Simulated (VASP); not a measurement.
# SnTe (wurtzite type) (P6_3mc) in VASP: a series of runs, part 2 of 2

VASP 6.6.1.

**3. Single point, PBE**

INCAR reads:

```
SYSTEM = SnTe
ALGO     = Normal         ! electronic algorithm
EDIFF    = 1E-7           ! SCF threshold, eV
ENCUT    = 520            ! plane-wave cutoff, eV
GGA      = PE             ! functional
ISIF     = 2              ! what is computed and relaxed
ISMEAR   = -1             ! smearing method
LASPH    = .True.         ! aspherical terms in the spheres
LCHARG   = .True.         ! write CHGCAR
LELF     = .True.         ! ELF
LREAL    = .False.        ! projectors in reciprocal space
LVHAR    = .True.       
LWAVE    = .False.        ! write WAVECAR
NBANDS   = 28             ! bands
NELM     = 100            ! most SCF steps
PREC     = Accurate       ! precision mode
SIGMA    = 0.08           ! smearing width, eV
```

KPOINTS reads:

```
k-points
0
Gamma
  10 10 5
  0 0 0
```

POSCAR reads:

```
SnTe
1.0
    2.9078965289      0.0000000000      0.0000000000
   -1.4539482644      2.5183122656      0.0000000000
    0.0000000000      0.0000000000     10.4814857997
Sn Te
2 2
Direct
    0.3333333333      0.6666666667      0.0596031495
    0.6666666667      0.3333333333      0.5596031495
    0.3333333333      0.6666666667      0.3163968505
    0.6666666667      0.3333333333      0.8163968505
```

Potentials or basis: VASP PAW PBE potentials, release 64 (Sn_d, Te).

On the command line:

```sh
> cat potpaw_PBE.64/Sn_d/POTCAR potpaw_PBE.64/Te/POTCAR > POTCAR
> mpirun -np 1 vasp_std > vasp.out
```

OUTCAR:

```text
SYSTEM = SnTe
   EDIFF = 1E-7
   ENCUT = 520
   GGA = PE
   ISIF = 2
   ISMEAR = -1
   LASPH = .True.
   LREAL = .False.
   NELM = 100
   PREC = Accurate

 ion  position               nearest neighbor table
   1  0.333  0.667  0.060-   3 2.69   4 3.05   4 3.05   4 3.05
   2  0.667  0.333  0.560-   4 2.69   3 3.05   3 3.05   3 3.05
   3  0.333  0.667  0.316-   1 2.69   2 3.05   2 3.05   2 3.05
   4  0.667  0.333  0.816-   2 2.69   1 3.05   1 3.05   1 3.05

  LATTYP: Found a hexagonal cell.
 ALAT       =     2.9078965289
 C/A-ratio  =     3.6044906328

  Lattice vectors:

 A1 = (   2.9078965289,   0.0000000000,   0.0000000000)
 A2 = (  -1.4539482644,   2.5183122656,   0.0000000000)
 A3 = (   0.0000000000,   0.0000000000,  10.4814857997)

Analysis of symmetry for initial positions (statically):
=====================================================================
 Subroutine PRICEL returns:
 Original cell was already a primitive cell.

 Routine SETGRP: Setting up the symmetry group for a
 hexagonal supercell.

 Subroutine GETGRP returns: Found 12 space group operations
 (whereof  6 operations were pure point group operations)
 out of a pool of 24 trial point group operations.

The static configuration has the point symmetry C_3v.
 The point group associated with its full space group is C_6v.

Analysis of symmetry for dynamics (positions and initial velocities):
=====================================================================
 Subroutine PRICEL returns:
 Original cell was already a primitive cell.

 Routine SETGRP: Setting up the symmetry group for a
 hexagonal supercell.

 Subroutine GETGRP returns: Found 12 space group operations
 (whereof  6 operations were pure point group operations)
 out of a pool of 24 trial point group operations.

The dynamic configuration has the point symmetry C_3v.
 The point group associated with its full space group is C_6v.

 Subroutine INISYM returns: Found 12 space group operations
 (whereof  6 operations are pure point group operations),
 and found     1 'primitive' translations

----------------------------------------------------------------------------------------

                                     Primitive cell

  volume of cell :      76.7558

  direct lattice vectors                    reciprocal lattice vectors
     2.907896529  0.000000000  0.000000000     0.343891191  0.198545672  0.000000000
    -1.453948264  2.518312266  0.000000000     0.000000000  0.397091343  0.000000000
     0.000000000  0.000000000 10.481485800     0.000000000  0.000000000  0.095406321

  length of vectors
     2.907896529  2.907896529 10.481485800     0.397091343  0.397091343  0.095406321

  position of ions in fractional coordinates (direct lattice)
     0.333333333  0.666666667  0.059603149
     0.666666667  0.333333333  0.559603149
     0.333333333  0.666666667  0.316396850
     0.666666667  0.333333333  0.816396850

  ion indices of the primitive-cell ions
   primitive index   ion index
                 1           1
                 2           2
                 3           3
                 4           4

----------------------------------------------------------------------------------------

 KPOINTS: k-points

Automatic generation of k-mesh.
 Grid dimensions read from file:
 generate k-points for:   10   10    5

 Generating k-lattice:

  Cartesian coordinates                     Fractional coordinates (reciprocal lattice)
     0.034389119  0.019854567  0.000000000     0.100000000 -0.000000000  0.000000000
     0.000000000  0.039709134  0.000000000     0.000000000  0.100000000  0.000000000
     0.000000000  0.000000000  0.019081264     0.000000000  0.000000000  0.200000000

  Length of vectors
     0.039709134  0.039709134  0.019081264

  Shift w.r.t. Gamma in fractional coordinates (k-lattice)
     0.000000000  0.000000000  0.000000000

 Subroutine IBZKPT returns following result:
 ===========================================

 Found     42 irreducible k-points:

 Following reciprocal coordinates:
            Coordinates               Weight
  0.000000  0.000000  0.000000      1.000000
  0.100000 -0.000000  0.000000      6.000000
  0.200000 -0.000000  0.000000      6.000000
  0.300000  0.000000  0.000000      6.000000
  0.400000 -0.000000  0.000000      6.000000
  0.500000 -0.000000  0.000000      3.000000
[... 16 lines left out ...]
  0.300000  0.100000  0.200000     24.000000
  0.400000  0.100000  0.200000     24.000000
 [... further k-points ...]
   k-points           NKPTS =     42   k-points in BZ     NKDIM =     42   number of bands    NBANDS=     28
   number of dos      NEDOS =    301   number of ions     NIONS =      4
   total plane-waves  NPLWV =  46080
   dimension x,y,z NGX =    24 NGY =   24 NGZ =   80
   dimension x,y,z NGXF=    48 NGYF=   48 NGZF=  160
   ions per type =               2   2
   NGX,Y,Z   is equivalent  to a cutoff of  13.72, 13.72, 12.69 a.u.
   NGXF,Y,Z  is equivalent  to a cutoff of  27.44, 27.44, 25.38 a.u.
 SYSTEM =  SnTe
   PREC   = accura    normal or accurate (medium, high low for compatibility)
   ISTART =      0    job   : 0-new  1-cont  2-samecut
   ICHARG =      2    charge: 1-file 2-atom 10-const
   ISPIN  =      1    spin polarized calculation?
   LNONCOLLINEAR =      F non collinear calculations
   LSORBIT =      F    spin-orbit coupling
   LASPH  =      T    aspherical Exc in radial PAW
   ENCUT  =  520.0 eV  38.22 Ry    6.18 a.u.   5.41  5.41 19.49*2*pi/ulx,y,z
   NELM   =    100;   NELMIN=  2; NELMDL= -5     # of ELM steps
   EDIFF  = 0.1E-06   stopping-criterion for ELM
   LREAL  =      F    real-space projection
   EDIFFG = 0.1E-05   stopping-criterion for IOM
   NSW    =      0    number of steps for IOM
   IBRION =     -1    ionic relax: 0-MD 1-quasi-New 2-CG
   NFREE  =      0    steps in history (QN), initial steepest desc. (CG)
   ISIF   =      2    stress and relaxation
   ISYM   =      2    0-nonsym 1-usesym 2-fastsym
   POTIM  = 0.5000    time-step for ionic-motion
   TEBEG  =    0.0;   TEEND  =   0.0 temperature during run
   PSTRESS=    0.0 pullay stress
   NELECT =      40.0000    total number of electrons
   NUPDOWN=      -1.0000    fix difference up-down
   EMIN   =  10.00;   EMAX   =-10.00  energy-range for DOS
   EFERMI =   0.00;   METHOD = LEGACY
   ISMEAR =    -1;   SIGMA  =   0.08  broadening in eV -4-tet -1-fermi 0-gaus
   EFERMI_NEDOS =   21; number of points for ismear=-14 and -15
   IALGO  =     38    algorithm
   IMIX   =      4    mixing-type and parameters
     AMIX     =   0.40;   BMIX     =  1.00
     AMIX_MAG =   1.60;   BMIX_MAG =  1.00
  volume/ion in A,a.u.               =      19.19       129.49
  Fermi-wavevector in a.u.,A,eV,Ry     =   1.317420  2.489563 23.614222  1.735596
  Thomas-Fermi vector in A             =   2.447463
   LORBIT       =      0    0 simple, 1 ext, 2 COOP (PROOUT), +10 PAW based schemes
   GGA     = PE    functional components
   LHFCALC =     F    Hartree Fock is set to
   AEXX    =    0.0000 exact exchange contribution
   IVDW    =     0    specifies the selected vdW correction
   LEPSILON=     F    determine dielectric tensor
   LRPA    =     F    only Hartree local field effects (RPA)
 non-spin polarized calculation
  energy-cutoff  :      520.00
  volume of cell :       76.76
 maximum number of plane-waves:      2151
 NGX is ok and might be reduce to    24
   NGX = 11   NGY = 11   NGZ = 39

 number of electron      40.0000005 magnetization

 Free energy of the ion-electron system (eV)
  ---------------------------------------------------
  ext. energy  EPLUGINS =         0.00000000
  ---------------------------------------------------
  free energy    TOTEN  =        -8.86124766 eV

  energy without entropy =       -8.83374755  energy(sigma->0) =       -8.84749760

 E-fermi :  13.7582     XC(G=0): -11.9740

 val. band max:       13.6705044102   @ k =   0.2000  -0.0000   0.0000
 cond. band min:      13.7705620332   @ k =   0.2000   0.1000   0.0000
 fundamental gap:      0.1000576229
 Fermi energy:        13.7582104635

 k-point     1 :       0.0000    0.0000    0.0000
  band No.  band energies     occupation
      1      -8.4492      2.00000
      2      -8.4270      2.00000
      3      -8.2665      2.00000
      4      -8.2665      2.00000
      5      -8.2665      2.00000
      6      -8.2665      2.00000
[... 20 lines left out ...]
     27      24.0557      0.00000
[... 691 lines left out ...]
      6      -8.0560      2.00000
[... 20 lines left out ...]
     27      18.8651      0.00000
     28      20.8135      0.00000

 [... further k-points ...]
[... 5 lines left out ...]
  --------------------------------------------------------------------------------------
  -------------------------------------------------------------------------------------
  Total       26.3968762     26.3968762     26.4151442      0.0000000      0.0000000      0.0000000
  in kB      551.0001768    551.0001768    551.3814972      0.0000000      0.0000000      0.0000000
  external PRESSURE =     551.1272836 kB  Pullay stress =       0.0000000 kB

 VOLUME and BASIS-vectors are now :
 -----------------------------------------------------------------------------
  energy-cutoff  :      520.00
  volume of cell :       76.76
      direct lattice vectors                 reciprocal lattice vectors
     2.907896529  0.000000000  0.000000000     0.343891191  0.198545672  0.000000000
    -1.453948264  2.518312266  0.000000000     0.000000000  0.397091343  0.000000000
     0.000000000  0.000000000 10.481485800     0.000000000  0.000000000  0.095406321

 POSITION                                       TOTAL-FORCE (eV/Angst)
 -----------------------------------------------------------------------------------
     -0.00000      1.67887      0.62473         0.000000      0.000000     -0.014199
      1.45395      0.83944      5.86547        -0.000000     -0.000000     -0.014199
     -0.00000      1.67887      3.31631        -0.000000      0.000000      0.014199
      1.45395      0.83944      8.55705         0.000000      0.000000      0.014199
 -----------------------------------------------------------------------------------
    total drift:                               -0.000000      0.000000      0.000537

  FREE ENERGIE OF THE ION-ELECTRON SYSTEM (eV)
  ---------------------------------------------------
  free  energy   TOTEN  =        -8.8612476570 eV

  energy  without entropy=       -8.8337475527  energy(sigma->0) =       -8.84749760
```

Run time: 34 s. Hardware: 1 thread of Intel Xeon 6975P-C (Granite Rapids), shared host; peak memory 0.24 GiB.

What came out:

```
Free energy            : -8.8612 eV
Pressure               : 55.1 GPa
Largest force          : 0.014 eV/Å
Band gap on the k mesh : zero (bands 20 and 21 overlap by 8.18 eV)
```

Forces in eV/Å, atoms in the order of the input:
```
Sn   0.000  0.000 -0.014
Sn   0.000  0.000 -0.014
Te   0.000  0.000  0.014
Te   0.000  0.000  0.014
```

Caveat: the cell stands under pressure; spin-orbit coupling is left out, which moves the levels of the heavy elements.
